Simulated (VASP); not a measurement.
# Ti (R-3m) in VASP: notebook

Ti is run at these levels: r2SCAN; tasks: single point.

All numbers are computed with VASP 6.6.1; they aren't measurements. Logs are shortened: lines on timing, memory, paths and dates and some standing lists are left out, and cuts for length are marked.

### 1 The cell of the first run

It takes space group R-3m (No. 166, trigonal). Conventional cell: a = 6.652 Å, b = 6.652 Å, c = 17.017 Å, α = 90.00°, β = 90.00°, γ = 120.00°. Ti (site symmetry m) has 6 Ti at 2.26 to 2.44 Å within 3.0 Å. Within 3.2 Å of Ti (site symmetry m) lie 7 Ti at 2.41 to 2.72 Å.

### 2 Single point, r2SCAN

Input file POSCAR:

```
Ti
1.0
    3.3260714170      1.9203082280      5.6722893853
   -3.3260714170      1.9203082280      5.6722893853
    0.0000000000     -3.8406164558      5.6722893853
Ti
12
Direct
    0.0101900000      0.6536100000      0.0101900000
    0.0101900000      0.0101900000      0.6536100000
    0.6536100000      0.0101900000      0.0101900000
    0.9898100000      0.3463900000      0.9898100000
    0.3463900000      0.9898100000      0.9898100000
    0.9898100000      0.9898100000      0.3463900000
    0.2211800000      0.6306000000      0.2211800000
    0.2211800000      0.2211800000      0.6306000000
    0.6306000000      0.2211800000      0.2211800000
    0.7788200000      0.3694000000      0.7788200000
    0.3694000000      0.7788200000      0.7788200000
    0.7788200000      0.7788200000      0.3694000000
```

Input file INCAR.step1:

```
SYSTEM = Ti
PREC     = Accurate       ! precision mode
ENCUT    = 520            ! plane-wave cutoff, eV
ISMEAR   = 0              ! smearing method
SIGMA    = 0.1            ! smearing width, eV
LREAL    = .False.        ! projectors in reciprocal space
LASPH    = .True.         ! aspherical terms in the spheres
NELM     = 60             ! most SCF steps
NBANDS   = 84             ! bands
GGA      = PE             ! functional
ALGO     = Normal         ! electronic algorithm
EDIFF    = 1E-4           ! SCF threshold, eV
LWAVE    = .True.         ! write WAVECAR
LCHARG   = .False.        ! write CHGCAR
```

Input file INCAR.step2:

```
SYSTEM = Ti
PREC     = Accurate       ! precision mode
ENCUT    = 520            ! plane-wave cutoff, eV
EDIFF    = 1E-7           ! SCF threshold, eV
ISMEAR   = 0              ! smearing method
SIGMA    = 0.1            ! smearing width, eV
LREAL    = .False.        ! projectors in reciprocal space
LASPH    = .True.         ! aspherical terms in the spheres
NELM     = 60             ! most SCF steps
ALGO     = Normal         ! electronic algorithm
ISIF     = 2              ! what is computed and relaxed
LWAVE    = .False.        ! write WAVECAR
LCHARG   = .False.        ! write CHGCAR
METAGGA  = R2SCAN         ! meta-GGA
LMIXTAU  = .True.       
NBANDS   = 84             ! bands
ISTART   = 1
```

Input file KPOINTS:

```
Automatic mesh
0
Gamma
  3 3 3
  0 0 0
```

Potentials or basis: VASP PAW PBE potentials, release 64 (Ti_sv).

The run is started by

```
> cat potpaw_PBE.64/Ti_sv/POTCAR > POTCAR
> cp INCAR.step1 INCAR
> mpirun -np 1 vasp_std > vasp.out
> cp INCAR.step2 INCAR
> mpirun -np 1 vasp_std > vasp.out
```

OUTCAR:

```text
SYSTEM = Ti
   PREC = Accurate
   ENCUT = 520
   EDIFF = 1E-7
   ISMEAR = 0
   LREAL = .False.
   LASPH = .True.
   NELM = 60
   ISIF = 2
   METAGGA = R2SCAN
   ISTART = 1

 ion  position               nearest neighbor table
   1  0.010  0.654  0.010-   4 2.26   2 2.37   3 2.37   7 2.43  12 2.44  11 2.44
   2  0.010  0.010  0.654-   6 2.26   3 2.37   1 2.37   8 2.43  10 2.44  11 2.44
   3  0.654  0.010  0.010-   5 2.26   2 2.37   1 2.37   9 2.43  12 2.44  10 2.44
   4  0.990  0.346  0.990-   1 2.26   6 2.37   5 2.37  10 2.43   8 2.44   9 2.44
   5  0.346  0.990  0.990-   3 2.26   6 2.37   4 2.37  11 2.43   8 2.44   7 2.44
   6  0.990  0.990  0.346-   2 2.26   4 2.37   5 2.37  12 2.43   9 2.44   7 2.44
   7  0.221  0.631  0.221-  11 2.41  12 2.41   1 2.43   6 2.44   5 2.44   8 2.72   9 2.72
   8  0.221  0.221  0.631-  10 2.41  11 2.41   2 2.43   4 2.44   5 2.44   7 2.72   9 2.72
   9  0.631  0.221  0.221-  10 2.41  12 2.41   3 2.43   6 2.44   4 2.44   8 2.72   7 2.72
  10  0.779  0.369  0.779-   9 2.41   8 2.41   4 2.43   2 2.44   3 2.44  12 2.72  11 2.72
  11  0.369  0.779  0.779-   7 2.41   8 2.41   5 2.43   2 2.44   1 2.44  12 2.72  10 2.72
  12  0.779  0.779  0.369-   7 2.41   9 2.41   6 2.43   3 2.44   1 2.44  10 2.72  11 2.72

  LATTYP: Found a trigonal (rhomboedric) cell.
 ALAT       =     6.8501971966
 COS(alpha) =     0.5284942553

  Lattice vectors:

 A1 = (   3.3260714170,   1.9203082280,   5.6722893853)
 A2 = (  -3.3260714170,   1.9203082280,   5.6722893853)
 A3 = (   0.0000000000,  -3.8406164558,   5.6722893853)

Analysis of symmetry for initial positions (statically):
=====================================================================
 Subroutine PRICEL returns:
 Original cell was already a primitive cell.

 Routine SETGRP: Setting up the symmetry group for a
 trigonal (rhombohedral) supercell.

 Subroutine GETGRP returns: Found 12 space group operations
 (whereof 12 operations were pure point group operations)
 out of a pool of 12 trial point group operations.

The static configuration has the point symmetry D_3d.

Analysis of symmetry for dynamics (positions and initial velocities):
=====================================================================
 Subroutine PRICEL returns:
 Original cell was already a primitive cell.

 Routine SETGRP: Setting up the symmetry group for a
 trigonal (rhombohedral) supercell.

 Subroutine GETGRP returns: Found 12 space group operations
 (whereof 12 operations were pure point group operations)
 out of a pool of 12 trial point group operations.

The dynamic configuration has the point symmetry D_3d.

 Subroutine INISYM returns: Found 12 space group operations
 (whereof 12 operations are pure point group operations),
 and found     1 'primitive' translations

----------------------------------------------------------------------------------------

                                     Primitive cell

  volume of cell :     217.3763

  direct lattice vectors                    reciprocal lattice vectors
     3.326071417  1.920308228  5.672289385     0.150327500  0.086791622  0.058765220
    -3.326071417  1.920308228  5.672289385    -0.150327500  0.086791622  0.058765220
     0.000000000 -3.840616456  5.672289385     0.000000000 -0.173583245  0.058765220

  length of vectors
     6.850197197  6.850197197  6.850197197     0.183260727  0.183260727  0.183260727

  position of ions in fractional coordinates (direct lattice)
     0.010190000  0.653610000  0.010190000
     0.010190000  0.010190000  0.653610000
     0.653610000  0.010190000  0.010190000
     0.989810000  0.346390000  0.989810000
     0.346390000  0.989810000  0.989810000
     0.989810000  0.989810000  0.346390000
     0.221180000  0.630600000  0.221180000
     0.221180000  0.221180000  0.630600000
     0.630600000  0.221180000  0.221180000
     0.778820000  0.369400000  0.778820000
     0.369400000  0.778820000  0.778820000
     0.778820000  0.778820000  0.369400000

  ion indices of the primitive-cell ions
   primitive index   ion index
                 1           1
                 2           2
                 3           3
                 4           4
                 5           5
                 6           6
                 7           7
                 8           8
                 9           9
                10          10
                11          11
                12          12

----------------------------------------------------------------------------------------

 KPOINTS: Automatic mesh

Automatic generation of k-mesh.
 Grid dimensions read from file:
 generate k-points for:    3    3    3

 Generating k-lattice:

  Cartesian coordinates                     Fractional coordinates (reciprocal lattice)
     0.050109167  0.028930541  0.019588407     0.333333333 -0.000000000  0.000000000
    -0.050109167  0.028930541  0.019588407    -0.000000000  0.333333333  0.000000000
     0.000000000 -0.057861082  0.019588407     0.000000000  0.000000000  0.333333333

  Length of vectors
     0.061086909  0.061086909  0.061086909

  Shift w.r.t. Gamma in fractional coordinates (k-lattice)
     0.000000000  0.000000000  0.000000000

 Subroutine IBZKPT returns following result:
 ===========================================

 Found      6 irreducible k-points:

 Following reciprocal coordinates:
            Coordinates               Weight
  0.000000  0.000000  0.000000      1.000000
  0.333333  0.000000  0.000000      6.000000
  0.333333  0.333333  0.000000      6.000000
 -0.333333  0.333333  0.000000      6.000000
  0.333333  0.333333  0.333333      2.000000
 -0.333333  0.333333  0.333333      6.000000
   k-points           NKPTS =      6   k-points in BZ     NKDIM =      6   number of bands    NBANDS=     84
   number of dos      NEDOS =    301   number of ions     NIONS =     12
   total plane-waves  NPLWV = 157464
   dimension x,y,z NGX =    54 NGY =   54 NGZ =   54
   dimension x,y,z NGXF=   108 NGYF=  108 NGZF=  108
   ions per type =              12
   NGX,Y,Z   is equivalent  to a cutoff of  13.11, 13.11, 13.11 a.u.
   NGXF,Y,Z  is equivalent  to a cutoff of  26.21, 26.21, 26.21 a.u.
 SYSTEM =  Ti
   PREC   = accura    normal or accurate (medium, high low for compatibility)
   ISTART =      1    job   : 0-new  1-cont  2-samecut
   ICHARG =      0    charge: 1-file 2-atom 10-const
   ISPIN  =      1    spin polarized calculation?
   LNONCOLLINEAR =      F non collinear calculations
   LSORBIT =      F    spin-orbit coupling
   LASPH  =      T    aspherical Exc in radial PAW
   ENCUT  =  520.0 eV  38.22 Ry    6.18 a.u.  12.74 12.74 12.74*2*pi/ulx,y,z
   NELM   =     60;   NELMIN=  2; NELMDL=  0     # of ELM steps
   EDIFF  = 0.1E-06   stopping-criterion for ELM
   LREAL  =      F    real-space projection
   EDIFFG = 0.1E-05   stopping-criterion for IOM
   NSW    =      0    number of steps for IOM
   IBRION =     -1    ionic relax: 0-MD 1-quasi-New 2-CG
   NFREE  =      0    steps in history (QN), initial steepest desc. (CG)
   ISIF   =      2    stress and relaxation
   ISYM   =      2    0-nonsym 1-usesym 2-fastsym
   POTIM  = 0.5000    time-step for ionic-motion
   TEBEG  =    0.0;   TEEND  =   0.0 temperature during run
   PSTRESS=    0.0 pullay stress
   NELECT =     144.0000    total number of electrons
   NUPDOWN=      -1.0000    fix difference up-down
   EMIN   =  10.00;   EMAX   =-10.00  energy-range for DOS
   EFERMI =   0.00;   METHOD = LEGACY
   ISMEAR =     0;   SIGMA  =   0.10  broadening in eV -4-tet -1-fermi 0-gaus
   EFERMI_NEDOS =   21; number of points for ismear=-14 and -15
   IALGO  =     38    algorithm
   IMIX   =      4    mixing-type and parameters
     AMIX     =   0.40;   BMIX     =  1.00
     AMIX_MAG =   1.60;   BMIX_MAG =  1.00
  volume/ion in A,a.u.               =      18.11       122.24
  Fermi-wavevector in a.u.,A,eV,Ry     =   1.427113  2.696852 27.710316  2.036651
  Thomas-Fermi vector in A             =   2.547317
   LORBIT       =      0    0 simple, 1 ext, 2 COOP (PROOUT), +10 PAW based schemes
   METAGGA = R2SCAN    functional components
   LHFCALC =     F    Hartree Fock is set to
   AEXX    =    0.0000 exact exchange contribution
   IVDW    =     0    specifies the selected vdW correction
   LEPSILON=     F    determine dielectric tensor
   LRPA    =     F    only Hartree local field effects (RPA)
 non-spin polarized calculation
 Gauss-broadening in eV      SIGMA  =   0.10
  energy-cutoff  :      520.00
  volume of cell :      217.38
 maximum number of plane-waves:      5895
 NGX is ok and might be reduce to    54
   NGX = 25   NGY = 25   NGZ = 25

 number of electron     143.9999989 magnetization

 Free energy of the ion-electron system (eV)
  ---------------------------------------------------
  ext. energy  EPLUGINS =         0.00000000
  ---------------------------------------------------
  free energy    TOTEN  =      -131.28956036 eV

  energy without entropy =     -131.19424183  energy(sigma->0) =     -131.24190110

 E-fermi :   7.2403     XC(G=0): -11.6102

 val. band max:        7.2321344005   @ k =   0.3333   0.3333   0.0000
 cond. band min:       7.2528193520   @ k =   0.3333   0.3333   0.0000
 fundamental gap:      0.0206849515
 Fermi energy:         7.2403304892

 k-point     1 :       0.0000    0.0000    0.0000
  band No.  band energies     occupation
      1     -51.2380      2.00000
      2     -50.9246      2.00000
      3     -50.9246      2.00000
      4     -50.8073      2.00000
      5     -50.7919      2.00000
      6     -50.7369      2.00000
[... 511 lines left out ...]
     83       8.9726      0.00000
     84       9.0231      0.00000

------------------------ aborting loop because EDIFF is reached ----------------------------------------

  FORCE on cell =-STRESS in cart. coord.  units (eV):
  Direction    XX          YY          ZZ          XY          YZ          ZX
  --------------------------------------------------------------------------------------
  -------------------------------------------------------------------------------------
  Total       30.5975112     30.5975112     41.1930997      0.0000000      0.0000000      0.0000000
  in kB      225.5197295    225.5197295    303.6147822      0.0000000      0.0000000      0.0000000
  external PRESSURE =     251.5514137 kB  Pullay stress =       0.0000000 kB

 VOLUME and BASIS-vectors are now :
 -----------------------------------------------------------------------------
  energy-cutoff  :      520.00
  volume of cell :      217.38
      direct lattice vectors                 reciprocal lattice vectors
     3.326071417  1.920308228  5.672289385     0.150327500  0.086791622  0.058765220
    -3.326071417  1.920308228  5.672289385    -0.150327500  0.086791622  0.058765220
     0.000000000 -3.840616456  5.672289385     0.000000000 -0.173583245  0.058765220

 POSITION                                       TOTAL-FORCE (eV/Angst)
 -----------------------------------------------------------------------------------
     -2.14006      1.23556      3.82307         2.291192     -1.322820     -1.020641
      0.00000     -2.47113      3.82307        -0.000000      2.645640     -1.020641
      2.14006      1.23556      3.82307        -2.291192     -1.322820     -1.020641
      2.14006     -1.23556     13.19380        -2.291192      1.322820      1.020641
     -2.14006     -1.23556     13.19380         2.291192      1.322820      1.020641
      0.00000      2.47113     13.19380        -0.000000     -2.645640      1.020641
     -1.36176      0.78621      6.08614         2.283807     -1.318557      1.074276
      0.00000     -1.57243      6.08614        -0.000000      2.637114      1.074276
      1.36176      0.78621      6.08614        -2.283807     -1.318557      1.074276
      1.36176     -0.78621     10.93073        -2.283807      1.318557     -1.074276
     -1.36176     -0.78621     10.93073         2.283807      1.318557     -1.074276
      0.00000      1.57243     10.93073        -0.000000     -2.637114     -1.074276
 -----------------------------------------------------------------------------------
    total drift:                               -0.000000      0.000000      0.000000

  FREE ENERGIE OF THE ION-ELECTRON SYSTEM (eV)
  ---------------------------------------------------
  free  energy   TOTEN  =      -131.2895603633 eV

  energy  without entropy=     -131.1942418302  energy(sigma->0) =     -131.24190110
```

It took 25 min on 1 thread of AMD EPYC 7R43 (Zen 3), shared host; peak memory 0.39 GiB.

What came out:

```
Free energy            : -131.2896 eV
Pressure               : 25.2 GPa
Largest force          : 2.848 eV/Å
Band gap on the k mesh : zero (bands 72 and 73 overlap by 0.21 eV)
```

Forces in eV/Å, atoms in the order of the input:
```
Ti   2.291 -1.323 -1.021
Ti   0.000  2.646 -1.021
Ti  -2.291 -1.323 -1.021
Ti  -2.291  1.323  1.021
Ti   2.291  1.323  1.021
Ti   0.000 -2.646  1.021
Ti   2.284 -1.319  1.074
Ti   0.000  2.637  1.074
Ti  -2.284 -1.319  1.074
Ti  -2.284  1.319 -1.074
Ti   2.284  1.319 -1.074
Ti   0.000 -2.637 -1.074
```

Levels at points of the mesh, in eV from the Fermi level:
| k point | band 69 | band 70 | band 71 | band 72 | band 73 | band 74 | band 75 | band 76 |
| --- | --- | --- | --- | --- | --- | --- | --- | --- |
| (0.00, 0.00, 0.00) | -0.04 | 0.03 | 0.10 | 0.17 | 0.17 | 0.21 | 0.36 | 0.48 |

Caveat: the k points lie up to 0.38 Å⁻¹ apart; the PAW data sets were made with another functional, which shifts forces and pressure a little.

[end of part 1 of 2]

The gap in the log of VASP goes by the Fermi energy; the results here count the filled bands.